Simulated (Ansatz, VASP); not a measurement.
# Two plane-wave programs on I

```
I
1.0
     0.00000    4.77004    6.07894
     3.01292    0.00000    6.07894
     3.01292    4.77004    0.00000
I
3
Direct
  0.02082 0.52077 0.97918
  0.52077 0.02082 0.47923
  0.02074 0.02074 0.97926
```

Alike in both runs: functional PBE; k mesh 4 × 4 × 4; occupations gaussian, width 0.1 eV; no spin polarisation.

Ansatz relaxed the structure, and its values are those at the end. VASP's run is a single point on that final structure, the one shown.

|  | VASP | Ansatz |
| --- | --- | --- |
| version | VASP 6.6.1 | Ansatz 0.2.0 |
| potentials or method | VASP PAW PBE potentials, release 64 (I), cutoff 520 eV | scalar-relativistic, plane waves, PAW |
| valence electrons in the cell | 21 | 51 |

|  | VASP | Ansatz | Ansatz less VASP |
| --- | --- | --- | --- |
| gap on the k mesh at the Fermi level (eV) | none | none | - |
| pressure (GPa) | 0.0 | 0.0 | +0.03 |

A gap of «none» marks a metal or a gap that the smearing closes. VASP's potentials hold 21 valence electrons a cell and Ansatz's 51, so a difference there can come from the potentials and not from the codes.

Neither program's run includes spin-orbit coupling.
